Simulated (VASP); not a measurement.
Write the native input for VASP 6.6.1 that does the following.

```yaml
Task: single point
Functional: PBEsol
Potentials_or_basis: VASP PAW PBE potentials, release 64 (Y_sv, Ge_d, Rh_pv)
Cutoff: 520 eV
k_mesh: 2 × 2 × 3
Occupations: methfessel-paxton, width 0.15 eV
Spin: no spin polarisation
Dipole_correction: no
Further_INCAR_settings: LREAL = Auto; ALGO = Normal; EDIFF = 1e-07; NBANDS = 148
```

The structure of Y3Ge8Rh8 (a cell with a defect) lies in POSCAR:

```
Y3Ge8Rh8
1.0
    0.0000000000      8.3255460000      0.0000004000
    8.3255460000      0.0000000000      0.0000004000
    2.0813867500      2.0813867500     -5.1778488000
Y Ge Rh
3 8 8
Direct
    0.0069446444     -0.0025485468      0.0028341889
   -0.1199717471      0.4987485146     -0.0011087324
    0.4932907312      0.0011706949     -0.0024741553
    0.2017600594      0.1957149304      0.2433321651
    0.3108414544      0.3177488693      0.7532642227
    0.1901161634      0.6801094923      0.2527704842
    0.3039094864      0.8012528438      0.7619634320
    0.6728124284      0.1698923796      0.2569907675
    0.8130840965      0.3025572194      0.7271012715
    0.6779433187      0.6990614531      0.2661104262
    0.8200050704      0.8331395844      0.7385802114
    0.3687420622      0.1163473244      0.5217723225
    0.1229132053      0.3694053873      0.5107308651
    0.3730029954      0.6269987094      0.5012323651
    0.1293168255      0.8791553346      0.4909091597
    0.8865698985      0.1329811249      0.4601208919
    0.6203325770      0.3728988351      0.4994360587
    0.8789003444      0.6288473148      0.4873816715
    0.6176881336      0.8714344945      0.5267171177
```

One way to write it, as run:

INCAR

```
ALGO = Normal ; EDIFF = 1E-7
ENCUT = 520 ; GGA = PS
ISIF = 2 ; ISMEAR = 1
LASPH = True ; LCHARG = True
LELF = True ; LREAL = Auto
LVHAR = True ; LWAVE = False
NBANDS = 148 ; NELM = 100
PREC = Accurate ; SIGMA = 0.15
```

KPOINTS

```
k-points
0
Gamma
  2 2 3
```

Potentials or basis: VASP PAW PBE potentials, release 64 (Y_sv, Ge_d, Rh_pv).

The run is started by

```console
$ cat potpaw_PBE.64/Y_sv/POTCAR potpaw_PBE.64/Ge_d/POTCAR potpaw_PBE.64/Rh_pv/POTCAR > POTCAR
$ mpirun -np 1 vasp_std > vasp.out
```

Results of the run:

```json
{"Pressure": "-3.3 GPa", "Largest force": "2.206 eV/Å", "Band gap on the k mesh": "zero (an odd number of electrons rules out a gap without spin polarisation)"}
```

Caveat: the k points lie up to 0.41 Å⁻¹ apart, too coarse for converged energies and pressures of a metal; the PAW data sets were made with another functional, which shifts forces and pressure a little; an odd number of electrons without spin polarisation forces a metal; a magnetic or distorted state may lie lower.

Run time: 49 min on 1 thread of Intel Xeon 8259CL, with other jobs on the host, peak memory 0.65 GiB.
